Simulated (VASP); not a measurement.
## NaCl: relaxation of cell and atoms with BLYP

Crystal: NaCl.

```xyz
2
Lattice="0.0000 2.7941 2.7941 2.7941 0.0000 2.7941 2.7941 2.7941 0.0000" Properties=species:S:1:pos:R:3 pbc="T T T"
Cl    2.7941    2.7941    2.7941
Na    0.0000    0.0000    0.0000
```

| Item | Value |
| --- | --- |
| Program | VASP 6.6.1 |
| Task | relaxation of cell and atoms |
| Functional | BLYP |
| Potentials or basis | VASP PAW PBE potentials, release 64 (Cl, Na_pv) |
| Cutoff | 600 eV |
| k mesh | 8 × 8 × 8 |
| Occupations | fermi-dirac, width 0.05 eV |
| Spin | no spin polarisation |
| Dipole correction | no |
| Further INCAR settings | ALGO = Normal; EDIFF = 1e-07; IBRION = 2; EDIFFG = -0.01; NSW = 60; ISIF = 3 |

```json
{
 "Relaxed volume": "23.76 Å³/atom",
 "Relaxed cell": "a = 4.066 Å, b = 4.066 Å, c = 4.066 Å, α = 60.00°, β = 60.00°, γ = 60.00°",
 "Space group after relaxing (to 0.05 Å)": "Fm-3m (No. 225)",
 "Energy gained by relaxing": "14.2 meV/atom",
 "Ionic steps": "3",
 "Pressure after relaxing": "0.1 GPa",
 "Band gap on the k mesh": "4.93 eV, direct"
}
```

The path:
```csv
step,energy change (eV),largest force (eV/Å),pressure (GPa),volume (Å³)
1,0.0000,0.0000,2.42,43.63
2,-0.0225,0.0000,1.01,45.74
3,-0.0284,0.0000,0.06,47.52
```

Final structure:
```yaml
crystal:
  lattice:
    - [0.00000, 2.87495, 2.87495]
    - [2.87495, 0.00000, 2.87495]
    - [2.87495, 2.87495, 0.00000]
  atoms:
    - { symbol: Cl, position: [0.50000, 0.50000, 0.50000] }
    - { symbol: Na, position: [0.00000, 0.00000, 0.00000] }
```

Levels at points of the mesh, in eV from the valence-band top:
```csv
k point,band 4,band 5,band 6,band 7,band 8,band 9,band 10,band 11
"(0.00, 0.00, 0.00)",-12.51,0.00,0.00,0.00,4.93,11.07,11.07,11.07
"(0.50, 0.00, 0.00)",-12.23,-1.75,-0.23,-0.23,7.25,10.17,10.80,10.80
"(0.50, 0.50, 0.00)",-12.18,-1.49,-0.54,-0.54,7.29,8.24,11.03,14.24
```

It took 52 s on 1 thread of Intel Xeon 6975P-C (shared host), peak memory 0.18 GiB.

Caveat: the PAW data sets were made with another functional, which shifts forces and pressure a little. A k mesh can miss the band edges.
